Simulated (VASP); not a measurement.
Write the native input for VASP 6.6.1 that does the following.

```yaml
Task: single point
Functional: PBEsol
Potentials_or_basis: VASP PAW PBE potentials, release 64 (Zn, O)
Cutoff: 520 eV
k_mesh: 12 × 12 × 6
Occupations: gaussian, width 0.02 eV
Spin: no spin polarisation
Dipole_correction: no
Further_INCAR_settings: ALGO = Normal; EDIFF = 1e-07; NBANDS = 26
```

The structure of ZnO lies in POSCAR:

```
ZnO
1.0
    3.2304736093      0.0000000000      0.0000000000
   -1.6152368046      2.7976722120      0.0000000000
    0.0000000000      0.0000000000      5.2140756110
Zn O
2 2
Direct
    0.6666666667      0.3333333333      0.5006434762
    0.3333333333      0.6666666667      0.0006434762
    0.6666666667      0.3333333333      0.8796665238
    0.3333333333      0.6666666667      0.3796665238
```

The input as run:

INCAR

```
PREC = Accurate
ENCUT = 520
EDIFF = 1E-7
ISMEAR = 0
SIGMA = 0.02
LREAL = False
LASPH = True
NELM = 100
ALGO = Normal
ISIF = 2
LWAVE = False
LCHARG = False
GGA = PS
NBANDS = 26
```

KPOINTS

```
Automatic mesh
0
Gamma
  12 12 6
```

Potentials or basis: VASP PAW PBE potentials, release 64 (Zn, O).

Command:

```console
$ cat potpaw_PBE.64/Zn/POTCAR potpaw_PBE.64/O/POTCAR > POTCAR
$ mpirun -np 1 vasp_std > vasp.out
```

Results of the run:

```yaml
Pressure: 1.0 GPa
Band_gap_on_the_k_mesh: 0.69 eV, direct
```

Caveat: the PAW data sets were made with another functional, which shifts forces and pressure a little.

Wall time 57 s on 1 thread of AMD EPYC 7R13 Processor (Zen 3), on a shared host, peak memory 0.17 GiB.
